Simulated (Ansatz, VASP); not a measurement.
**Two plane-wave programs on SrTi**

```
CELL_PARAMETERS angstrom
0.00000 3.23182 3.23182
3.23182 0.00000 3.23182
3.23182 3.23182 0.00000
ATOMIC_POSITIONS crystal
Sr 0.00000 0.00000 0.00000
Ti 0.50000 0.50000 0.50000
```

Alike in both runs: functional PBE; k mesh 6 × 6 × 6; occupations gaussian, width 0.1 eV; no spin polarisation.

Ansatz relaxed the structure, and its values are those at the end. VASP's run is a single point on that final structure, the one shown.

```csv
,VASP,Ansatz
version,VASP 6.6.1,Ansatz 0.2.0
potentials or method,"VASP PAW PBE potentials, release 64 (Sr_sv, Ti_sv), cutoff 520 eV","scalar-relativistic, plane waves, PAW"
valence electrons in the cell,22,22
```

|  | VASP | Ansatz | Ansatz less VASP |
| --- | --- | --- | --- |
| gap on the k mesh at the Fermi level (eV) | none | none | - |
| pressure (GPa) | 0.2 | 0.1 | -0.01 |

A gap of «none» marks a metal or a gap that the smearing closes. With one functional, cell and mesh, what is left measures potentials, basis and numerics.
